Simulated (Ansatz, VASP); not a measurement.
**WC: VASP beside Ansatz**

Contents of INCAR:

```
SYSTEM = WC
PREC = Accurate
ENCUT = 520
EDIFF = 1E-7
ISMEAR = 1
SIGMA = 0.1
LREAL = .False.
LASPH = .True.
NELM = 100
ALGO = Normal
ISIF = 2
LWAVE = .False.
LCHARG = .False.
NBANDS = 16
```

Contents of KPOINTS:

```
Automatic mesh
0
Gamma
  4 4 4
  0 0 0
```

POSCAR

```
WC
1.0
    0.0000000000      2.1926840000      2.1926840000
    2.1926840000      0.0000000000      2.1926840000
    2.1926840000      2.1926840000      0.0000000000
W C
1 1
Direct
    0.0000000000      0.0000000000      0.0000000000
    0.5000000000      0.5000000000      0.5000000000
```

Input for Ansatz:

```yaml
crystal:
  lattice:
    - [0.0, 2.192684, 2.192684]
    - [2.192684, 0.0, 2.192684]
    - [2.192684, 2.192684, 0.0]
  atoms:
    - { symbol: W, position: [0.0, 0.0, 0.0] }
    - { symbol: C, position: [0.5, 0.5, 0.5] }
kpoints:
  mp_grid:
    grid: [4, 4, 4]
hamiltonian:
  xc: lda
scf:
  convergence:
    dr2_threshold: 1.0e-10
  occupations:
    method: methfessel_paxton
output:
  forces: true
  stress: true
```

Alike in both runs: task single point; functional LDA; k mesh 4 × 4 × 4; no spin polarisation.

|  | VASP | Ansatz |
| --- | --- | --- |
| version | VASP 6.6.1 | Ansatz 0.2.0 |
| potentials or method | VASP PAW LDA potentials, release 64 (W_sv, C) | plane waves, PAW |
| plane-wave cutoff (eV) | 520 | 420 |
| occupations | methfessel-paxton of order 1, width 0.1 eV | methfessel-paxton of order 1 |
| valence electrons in the cell | 18 | 18 |

```tsv
	VASP	Ansatz	Ansatz less VASP
pressure (GPa)	-15.2	-17.3	-2.05
```

LDA's correlation is that of Perdew and Zunger in VASP and of Perdew and Wang (1992) in Ansatz.

The k mesh is coarse, so the values compare programs but aren't converged. Spin-orbit coupling is off throughout.
